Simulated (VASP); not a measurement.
The system is BN.

```
N B
1.0
     2.54724    0.00000    0.00000
    -1.27362    2.20597    0.00000
     0.00000    0.00000    6.76584
N B
2 2
Direct
  0.66667 0.33333 0.25000
  0.33333 0.66667 0.75000
  0.66667 0.33333 0.75000
  0.33333 0.66667 0.25000
```

Program: VASP 6.6.1. Alike in all runs: task single point; no spin polarisation; cell as given; k mesh 12 × 12 × 4; cutoff (eV) 520; smearing fermi-dirac 0.05 eV.

**Question.** Order these runs on this cell by their band gap on the k mesh, lowest first.
A. level LDA; potentials or basis VASP PAW LDA potentials, release 64 (N, B)
B. level PBE; potentials or basis VASP PAW PBE potentials, release 64 (N, B)
C. level r2SCAN; potentials or basis VASP PAW PBE potentials, release 64 (N, B)

**Answer.** A (4.02 eV), B (4.22 eV), C (4.81 eV).

A k mesh can miss the band edges.
